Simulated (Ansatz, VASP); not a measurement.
One calculation of Si, two programs

INCAR

```
PREC = Accurate
ENCUT = 500
EDIFF = 1E-6
ISMEAR = -1
SIGMA = 0.05
LREAL = F
LASPH = T
NELM = 120
ALGO = Normal
ISIF = 2
LWAVE = F
LCHARG = F
GGA = PE
NBANDS = 11
GGA_COMPAT = F
```

Contents of KPOINTS:

```
regular mesh
0
Gamma
  3 3 3
```

Contents of POSCAR:

```
Si
1.0
    0.0000000000      2.7000000000      2.7000000000
    2.7000000000      0.0000000000      2.7000000000
    2.7000000000      2.7000000000      0.0000000000
Si
2
Direct
    0.0000000000      0.0000000000      0.0000000000
    0.2405626122      0.2405626122      0.2405626122
```

Input for Ansatz:

```yaml
crystal:
  atoms:
  - position: [0.0, 0.0, 0.0]
    symbol: Si
  - position: [0.2405626121623441, 0.2405626121623441, 0.2405626121623441]
    symbol: Si
  lattice:
  - [0.0, 2.7, 2.7]
  - [2.7, 0.0, 2.7]
  - [2.7, 2.7, 0.0]
hamiltonian:
  dispersion: none
  pseudopotentials:
    kind: all_electron
    lapw:
      basis_error: 0.025 meV
      muffin_tin_radii: {Si: 1.0372}
    relativity: scalar
  xc: pbe
kpoints:
  mp_grid:
    grid: [3, 3, 3]
    shift: [0, 0, 0]
magnetization: {spin_polarized: false}
output: {forces: true, stress: true}
scf:
  convergence: {dr2_threshold: 1e-10 eV}
  lower_state_search: 'off'
  max_iter: 200
  occupations: {method: fermi_dirac, width: 0.05}
```

Alike in both runs: task single point; functional PBE; k mesh 3 × 3 × 3; occupations fermi-dirac, width 0.05 eV; no spin polarisation.

```csv
,VASP,Ansatz
version,VASP 6.6.1,Ansatz 0.2 development build
potentials or method,"VASP PAW PBE potentials, release 64 (Si), cutoff 500 eV","all-electron full-potential LAPW, scalar-relativistic"
```

Ansatz gave:

| Quantity | Value |
| --- | --- |
| pressure (GPa) | 6.1 |
| traceless stress, the component that is largest in VASP (GPa) | 2.47 |
| rms of the force components (eV/Å) | 0.878 |

Q: Which values does VASP return?

A: Pressure (GPa): 6.1; traceless stress, the component that is largest in VASP (GPa): 2.45; rms of the force components (eV/Å): 0.876.

Atom by atom the forces differ by 0.001 eV/Å (rms over components). Ansatz ran all-electron here, and VASP with PAW potentials.

The k mesh is coarse, so the values compare programs but aren't converged.
